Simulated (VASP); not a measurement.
Set up this calculation in VASP 6.6.1, as the native input.

```
Task                   : relaxation of cell and atoms
Functional             : PBE
Dispersion             : D3(BJ)
Potentials or basis    : VASP PAW PBE potentials, release 64 (Pb_d, O)
Cutoff                 : 600 eV
k mesh                 : 9 × 9 × 9
Occupations            : fermi-dirac, width 0.05 eV
Spin                   : no spin polarisation
Dipole correction      : no
Further INCAR settings : ALGO = Normal; EDIFF = 1e-07; IBRION = 2; EDIFFG = -0.01; NSW = 60; ISIF = 3
```

The structure of PbO2 lies in POSCAR:

```
PbO2
1.0
    0.0000000000      2.7019920000      2.7019920000
    2.7019920000      0.0000000000      2.7019920000
    2.7019920000      2.7019920000      0.0000000000
Pb O
1 2
Direct
    0.0000000000      0.0000000000      0.0000000000
    0.7500000000      0.7500000000      0.7500000000
    0.2500000000      0.2500000000      0.2500000000
```

These files were run (other wordings do the same):

INCAR

```
SYSTEM = PbO2
PREC = Accurate
ENCUT = 600
EDIFF = 1E-7
ISMEAR = -1
SIGMA = 0.05
LREAL = .False.
LASPH = .True.
NELM = 60
ALGO = Normal
ISIF = 3
LWAVE = .False.
LCHARG = .False.
GGA = PE
IVDW = 12
IBRION = 2
NSW = 60
EDIFFG = -0.01
```

KPOINTS

```
Automatic mesh
0
Gamma
  9 9 9
  0 0 0
```

Potentials or basis: VASP PAW PBE potentials, release 64 (Pb_d, O).

Command:

```sh
$ cat potpaw_PBE.64/Pb_d/POTCAR potpaw_PBE.64/O/POTCAR > POTCAR
$ mpirun -np 1 vasp_std > vasp.out
```

Results of the run:

```
Relaxed volume                         : 12.92 Å³/atom
Relaxed cell                           : a = 3.799 Å, b = 3.799 Å, c = 3.799 Å, α = 60.00°, β = 60.00°, γ = 60.00°
Space group after relaxing (to 0.05 Å) : Fm-3m (No. 225)
Energy gained by relaxing              : 1.7 meV/atom
Ionic steps                            : 3
Pressure after relaxing                : 0.0 GPa
Band gap on the k mesh                 : zero (band 13 reaches 5.80 eV, above the bottom of band 14 at 4.62 eV)
Dispersion energy per atom             : -0.232 eV
```

Caveat: spin-orbit coupling is left out, which moves the levels of the heavy elements; pairwise dispersion overbinds metals, which lowers pressure and volume.

Run time: 30 s on 1 thread of Intel(R) Xeon(R) 6975P-C (Granite Rapids), with other jobs on the host, peak memory 0.2 GiB.
